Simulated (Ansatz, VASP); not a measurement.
## NaH6Os2: VASP beside Ansatz

```
CELL_PARAMETERS angstrom
0.00000 3.47586 3.47586
3.47586 0.00000 3.47586
3.47586 3.47586 0.00000
ATOMIC_POSITIONS crystal
Na 0.50000 0.50000 0.50000
H 0.76175 0.23825 0.23825
H 0.23825 0.76175 0.76175
H 0.23825 0.23825 0.76175
H 0.76175 0.76175 0.23825
H 0.76175 0.23825 0.76175
H 0.23825 0.76175 0.23825
Os 0.25000 0.25000 0.25000
Os 0.00000 0.00000 0.00000
```

Alike in both runs: task relaxation of cell and atoms; functional PBE; k mesh 10 × 10 × 10; occupations gaussian, width 0.1 eV; no spin polarisation.

```csv
,VASP,Ansatz
version,VASP 6.6.1,Ansatz 0.2.0
potentials or method,"VASP PAW PBE potentials, release 64 (Na_pv, H, Os), cutoff 600 eV","scalar-relativistic, plane waves, PAW"
valence electrons in the cell,29,47
```

|  | VASP | Ansatz | Ansatz less VASP |
| --- | --- | --- | --- |
| gap on the k mesh at the Fermi level, each at its own relaxed structure (eV) | none | none | - |
| relaxed volume (Å³/atom) | 9.34 | 9.31 | -0.030 |
| relaxed cell length with the largest relative difference (Å) | 4.917 | 4.912 | -0.0053 |

A gap of «none» marks a metal or a gap that the smearing closes. VASP's potentials hold 29 valence electrons a cell and Ansatz's 47, so a difference there can come from the potentials and not from the codes.

Spin-orbit coupling is off throughout.
